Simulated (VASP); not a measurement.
Input of a VASP 6.6.1 run:

File INCAR:

```
SYSTEM = W
PREC = Accurate ; ENCUT = 520
EDIFF = 1E-7 ; ISMEAR = 0
SIGMA = 0.15 ; LREAL = Auto
LASPH = .TRUE. ; NELM = 100
ALGO = Normal ; ISIF = 2
LWAVE = .FALSE. ; LCHARG = .TRUE.
GGA = PS ; LELF = .TRUE.
LVHAR = .TRUE. ; NBANDS = 118
```

KPOINTS

```
Automatic mesh
0
G
  3 3 3
  0 0 0
```

File POSCAR:

```
W
1.0
    6.3200000000      0.0000000000      0.0000000000
    0.0000000000      6.3200000000      0.0000000000
    0.0000000000      0.0000000000      6.3200000000
W
15
Direct
    0.5034268987     -0.0039235759     -0.0038974684
   -0.0048955696      0.5044300633     -0.0039052215
   -0.0048780063     -0.0039045886      0.5044308544
    0.0953875000      0.0964727848      0.0964303797
    0.4936356013      0.4946449367      0.0021276899
    0.4936517405      0.0021140823      0.4946734177
    0.7391518987      0.2551522152      0.2551443038
    0.0011474684      0.4945919304      0.4945912975
    0.2540931962      0.7401833861      0.2551172468
    0.2541178797      0.2551528481      0.7401509494
    0.5005590190      0.5015506329      0.5015563291
    0.7508664557      0.7519539557      0.2502738924
    0.7508862342      0.2502971519      0.7519390823
    0.2492273734      0.7519175633      0.7518727848
    0.7513916139      0.7524052215      0.7523851266
```

Potentials or basis: VASP PAW PBE potentials, release 64 (W_sv).

Command:

```sh
$ cat potpaw_PBE.64/W_sv/POTCAR > POTCAR
$ mpirun -np 1 vasp_std > vasp.out
```

Task: Estimate the largest force.

Result: 0.022 eV/Å.

Task: Estimate the band gap on the k mesh.

Result: Zero (bands 105 and 106 overlap by 0.04 eV).

Task: Predict the pressure.

Result: -7.0 GPa.

Stress tensor (GPa, compression positive):
```
-6.97 -2.01 -2.01
-2.01 -6.97 -2.01
-2.01 -2.01 -6.97
```

Caveat: the PAW data sets were made with another functional, which shifts forces and pressure a little; spin-orbit coupling is left out, which moves the levels of the heavy elements.
